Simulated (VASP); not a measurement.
# GaP (F-43m) in VASP: vibrations by perturbation theory with PBEsol

Aim: the vibrations by perturbation theory of GaP with PBEsol.

Everything below comes from runs of VASP 6.6.1. Logs are shortened: lines on timing, memory, paths and dates and some standing lists are left out, and cuts for length are marked.

### 1 The cell of the first run

Symmetry: F-43m, No. 216, cubic system. Conventional cell: a = 5.439 Å, b = 5.439 Å, c = 5.439 Å, α = 90.00°, β = 90.00°, γ = 90.00°. Ga (site symmetry -43m) has 4 P at 2.35 Å within 3.1 Å. P (site symmetry -43m) has 4 Ga at 2.35 Å within 3.1 Å.

### 2 Vibrations by perturbation theory, PBEsol

File INCAR:

```
ALGO     = Normal         # electronic algorithm
EDIFF    = 1E-8           # SCF threshold, eV
ENCUT    = 520            # plane-wave cutoff, eV
GGA      = PS             # functional
IBRION   = 8              # ionic algorithm
ISIF     = 2              # what is computed and relaxed
ISMEAR   = 0              # smearing method
LASPH    = True           # aspherical terms in the spheres
LCHARG   = False          # write CHGCAR
LEPSILON = True           # dielectric tensor by DFPT
LREAL    = False          # projectors in reciprocal space
LWAVE    = False          # write WAVECAR
NBANDS   = 16             # bands
NELM     = 100            # most SCF steps
NSW      = 1              # ionic steps
PREC     = Accurate       # precision mode
SIGMA    = 0.01           # smearing width, eV
```

File KPOINTS:

```
k-points
0
Gamma
  6 6 6
```

File POSCAR:

```
GaP
1.0
    0.0000000000      2.7192837374      2.7192837374
    2.7192837374      0.0000000000      2.7192837374
    2.7192837374      2.7192837374      0.0000000000
Ga P
1 1
Direct
    0.0000000000      0.0000000000      0.0000000000
    0.2500000000      0.2500000000      0.2500000000
```

Potentials or basis: VASP PAW PBE potentials, release 64 (Ga_d, P).

Launch:

```sh
cat potpaw_PBE.64/Ga_d/POTCAR potpaw_PBE.64/P/POTCAR > POTCAR
mpirun -np 1 vasp_std > vasp.out
```

OUTCAR:

```text
EDIFF = 1E-8
   ENCUT = 520
   GGA = PS
   IBRION = 8
   ISIF = 2
   ISMEAR = 0
   LASPH = True
   LEPSILON = True
   LREAL = False
   NELM = 100
   NSW = 1
   PREC = Accurate

 ion  position               nearest neighbor table
   1  0.000  0.000  0.000-   2 2.35   2 2.35   2 2.35   2 2.35
   2  0.250  0.250  0.250-   1 2.35   1 2.35   1 2.35   1 2.35

  LATTYP: Found a face centered cubic cell.
 ALAT       =     5.4385674748

  Lattice vectors:

 A1 = (   0.0000000000,   2.7192837374,   2.7192837374)
 A2 = (   2.7192837374,   0.0000000000,   2.7192837374)
 A3 = (   2.7192837374,   2.7192837374,   0.0000000000)

Analysis of symmetry for initial positions (statically):
=====================================================================
 Subroutine PRICEL returns:
 Original cell was already a primitive cell.

 Routine SETGRP: Setting up the symmetry group for a
 face centered cubic supercell.

 Subroutine GETGRP returns: Found 24 space group operations
 (whereof 24 operations were pure point group operations)
 out of a pool of 48 trial point group operations.

The static configuration has the point symmetry T_d .

Analysis of symmetry for dynamics (positions and initial velocities):
=====================================================================
 Subroutine PRICEL returns:
 Original cell was already a primitive cell.

 Routine SETGRP: Setting up the symmetry group for a
 face centered cubic supercell.

 Subroutine GETGRP returns: Found 24 space group operations
 (whereof 24 operations were pure point group operations)
 out of a pool of 48 trial point group operations.

The dynamic configuration has the point symmetry T_d .

 Subroutine INISYM returns: Found 24 space group operations
 (whereof 24 operations are pure point group operations),
 and found     1 'primitive' translations

----------------------------------------------------------------------------------------

                                     Primitive cell

  volume of cell :      40.2155

  direct lattice vectors                    reciprocal lattice vectors
     0.000000000  2.719283737  2.719283737    -0.183871949  0.183871949  0.183871949
     2.719283737  0.000000000  2.719283737     0.183871949 -0.183871949  0.183871949
     2.719283737  2.719283737  0.000000000     0.183871949  0.183871949 -0.183871949

  length of vectors
     3.845647941  3.845647941  3.845647941     0.318475557  0.318475557  0.318475557

  position of ions in fractional coordinates (direct lattice)
     0.000000000  0.000000000  0.000000000
     0.250000000  0.250000000  0.250000000

  ion indices of the primitive-cell ions
   primitive index   ion index
                 1           1
                 2           2

----------------------------------------------------------------------------------------

 KPOINTS: k-points

Automatic generation of k-mesh.
 Grid dimensions read from file:
 generate k-points for:    6    6    6

 Generating k-lattice:

  Cartesian coordinates                     Fractional coordinates (reciprocal lattice)
    -0.030645325  0.030645325  0.030645325     0.166666667  0.000000000  0.000000000
     0.030645325 -0.030645325  0.030645325     0.000000000  0.166666667  0.000000000
     0.030645325  0.030645325 -0.030645325     0.000000000  0.000000000  0.166666667

  Length of vectors
     0.053079260  0.053079260  0.053079260

  Shift w.r.t. Gamma in fractional coordinates (k-lattice)
     0.000000000  0.000000000  0.000000000

 Subroutine IBZKPT returns following result:
 ===========================================

 Found     16 irreducible k-points:

[... 407 lines left out ...]
 POSITION                                       TOTAL-FORCE (eV/Angst)
 -----------------------------------------------------------------------------------
      0.00000      0.00000      0.00000         0.000000      0.000000      0.000000
      1.35964      1.35964      1.35964        -0.000000     -0.000000     -0.000000
 -----------------------------------------------------------------------------------
    total drift:                                0.000000      0.000000      0.000000

  FREE ENERGIE OF THE ION-ELECTRON SYSTEM (eV)
  ---------------------------------------------------
  free  energy   TOTEN  =        -9.9061880730 eV

  energy  without entropy=       -9.9061880730  energy(sigma->0) =       -9.90618807

 HEAD OF MICROSCOPIC STATIC DIELECTRIC TENSOR (INDEPENDENT PARTICLE, excluding Hartree and local field effects)
 ------------------------------------------------------
          14.000285    -0.000000     0.000000
           0.000000    14.000285     0.000000
          -0.000000     0.000000    14.000285
 ------------------------------------------------------

 Free energy of the ion-electron system (eV)
  ---------------------------------------------------
  ---------------------------------------------------
  free energy    TOTEN  =        -1.46331756 eV

  energy without entropy =       -1.46331756

------------------------ aborting loop because EDIFF is reached ----------------------------------------

--------------------------------------- Ionic step        2  -------------------------------------------

------------------------ aborting loop because EDIFF is reached ----------------------------------------

--------------------------------------- Ionic step        3  -------------------------------------------

------------------------ aborting loop because EDIFF is reached ----------------------------------------

 PIEZOELECTRIC TENSOR FIELD DIRECTION 3  (e Angst)
 -----------------------------------------------------------------------------
     0.00057 -2.13723  0.00000           (  0.00000 -0.03561  0.00000)
    -2.13723  0.00057  0.00000           ( -0.03561  0.00000  0.00000)
     0.00000  0.00000 -0.00238           (  0.00000  0.00000 -0.00000)

 PIEZOELECTRIC TENSOR FIELD DIRECTION 3  (C/m^2)
 -----------------------------------------------------------------------------
     0.00023 -0.85147  0.00000
    -0.85147  0.00023  0.00000
     0.00000  0.00000 -0.00095

--------------------------------------- Ionic step        4  -------------------------------------------

------------------------ aborting loop because EDIFF is reached ----------------------------------------

[... ionic steps 5 to 6 ...]

--------------------------------------- Ionic step        7  -------------------------------------------

 Free energy of the ion-electron system (eV)
  ---------------------------------------------------
  ---------------------------------------------------
  free energy    TOTEN  =        -0.04747889 eV

  energy without entropy =       -0.04747889

------------------------ aborting loop because EDIFF is reached ----------------------------------------

 INTERNAL STRAIN TENSOR  FOR ION    2  DIRECTION 1   (eV/Angst):
 -----------------------------------------------------------------------------
     0.01341  0.00000  0.00000
     0.00000 -0.00421 -7.23903
     0.00000 -7.23903 -0.00421

 MACROSCOPIC STATIC DIELECTRIC TENSOR (including local field effects in DFT)
 ------------------------------------------------------
          13.371542     0.000000     0.000000
           0.000000    13.371542     0.000000
          -0.000000     0.000000    13.371542
 ------------------------------------------------------

 PIEZOELECTRIC TENSOR (including local field effects)  for field in x, y, z        (e  Angst)
          XX          YY          ZZ          XY          YZ          ZX
  --------------------------------------------------------------------------------
  x     0.00000    -0.00000    -0.00000     0.00000    -2.14878     0.00000
  y     0.00000     0.00000     0.00000     0.00000     0.00000    -2.14878
  z    -0.00000     0.00000     0.00000    -2.14878     0.00000     0.00000

 PIEZOELECTRIC TENSOR (including local field effects)  for field in x, y, z        (C/m^2)
          XX          YY          ZZ          XY          YZ          ZX
  --------------------------------------------------------------------------------
  x     0.00000    -0.00000    -0.00000     0.00000    -0.85607     0.00000
  y     0.00000     0.00000     0.00000     0.00000     0.00000    -0.85607
  z    -0.00000     0.00000     0.00000    -0.85607     0.00000     0.00000

 BORN EFFECTIVE CHARGES (including local field effects) (in |e|, cummulative output)
 ---------------------------------------------------------------------------------
 ion    1
    1     2.33375     0.00000    -0.00000
    2     0.00000     2.33375     0.00000
    3    -0.00000     0.00000     2.33375
 ion    2
    1    -2.33375     0.00000     0.00000
    2     0.00000    -2.33375    -0.00000
    3     0.00000    -0.00000    -2.33375

 INTERNAL STRAIN TENSOR FOR ION    2 for displacements in x,y,z  (eV/Angst):
          X           Y           Z          XY          YZ          ZX
  --------------------------------------------------------------------------------
  x     0.00000    -0.00000    -0.00000     0.00000    -7.23903     0.00000
  y     0.00000     0.00000     0.00000     0.00000     0.00000    -7.23903
  z    -0.00000    -0.00000     0.00000    -7.23903     0.00000     0.00000

 SECOND DERIVATIVES (NOT SYMMETRIZED)
 ------------------------------------
               1X          1Y          1Z          2X          2Y          2Z
  1X    -9.962176    0.000000    0.000000    9.962176    0.000000    0.000000
  1Y     0.000000   -9.962176    0.000000    0.000000    9.962176    0.000000
  1Z     0.000000    0.000000   -9.962176    0.000000    0.000000    9.962176
  2X     9.990668    0.000000    0.000000   -9.990668    0.000000    0.000000
  2Y     0.000000    9.990668    0.000000    0.000000   -9.990668    0.000000
  2Z     0.000000    0.000000    9.990668    0.000000    0.000000   -9.990668

 Eigenvectors and eigenvalues of the dynamical matrix
 ----------------------------------------------------

   1 f  =   10.665448 THz    67.012986 2PiTHz  355.761049 cm-1    44.108729 meV
             X         Y         Z           dx          dy          dz
      0.000000  0.000000  0.000000     0.551066    0.057569   -0.000000
      1.359642  1.359642  1.359642    -0.827968   -0.086496    0.000000
[... 21 lines left out ...]
   6 f/i=    0.007025 THz     0.044137 2PiTHz    0.234319 cm-1     0.029052 meV
             X         Y         Z           dx          dy          dz
      0.000000  0.000000  0.000000     0.752287   -0.352351   -0.054084
      1.359642  1.359642  1.359642     0.500696   -0.234512   -0.035996

--------------------------------------------------------------------------------------------------------

 MACROSCOPIC STATIC DIELECTRIC TENSOR IONIC CONTRIBUTION
 ------------------------------------------------------
           2.456433    -0.000000     0.000000
          -0.000000     2.456433    -0.000000
           0.000000    -0.000000     2.456433
 ------------------------------------------------------

 ELASTIC MODULI CONTR FROM IONIC RELAXATION (kBar)
 Direction    XX          YY          ZZ          XY          YZ          ZX
 --------------------------------------------------------------------------------
 XX          -0.0000      0.0000      0.0000     -0.0000      0.0000      0.0000
 YY           0.0000     -0.0000      0.0000     -0.0000     -0.0000     -0.0000
 ZZ           0.0000      0.0000     -0.0000      0.0000     -0.0000      0.0000
 XY          -0.0000     -0.0000      0.0000   -206.6918     -0.0000      0.0000
 YZ           0.0000     -0.0000     -0.0000     -0.0000   -206.6918      0.0000
 ZX           0.0000     -0.0000      0.0000      0.0000      0.0000   -206.6918
 --------------------------------------------------------------------------------

 PIEZOELECTRIC TENSOR IONIC CONTR  for field in x, y, z        (C/m^2)
          XX          YY          ZZ          XY          YZ          ZX
  --------------------------------------------------------------------------------
  x    -0.00000     0.00000     0.00000     0.00000     0.67048    -0.00000
  y    -0.00000     0.00000    -0.00000    -0.00000    -0.00000     0.67048
  z     0.00000     0.00000    -0.00000     0.67048     0.00000    -0.00000
```

It took 3.4 min on 1 thread of AMD EPYC 9R45 (Zen 5), shared host; peak memory 0.21 GiB.

What came out:

| Item | Value |
| --- | --- |
| Electronic dielectric tensor (diagonal) | 13.37 |
| Born charges (mean of the diagonal) | Ga +2.33; P -2.33 e |
| Highest phonon frequency at Γ, LO-TO splitting left out | 356 cm⁻¹ |

Phonon frequencies in cm⁻¹ (negative: imaginary):
| q point | frequencies |
| --- | --- |
| (0.000, 0.000, 0.000) | 0 0 0 356 356 356 |

Electronic dielectric tensor:
```
13.37  0.00  0.00
 0.00 13.37  0.00
 0.00  0.00 13.37
```

Born effective charge tensors (e):
atom 1, Ga
```
2.33 0.00 0.00
0.00 2.33 0.00
0.00 0.00 2.33
```
atom 2, P
```
-2.33  0.00  0.00
 0.00 -2.33  0.00
 0.00  0.00 -2.33
```
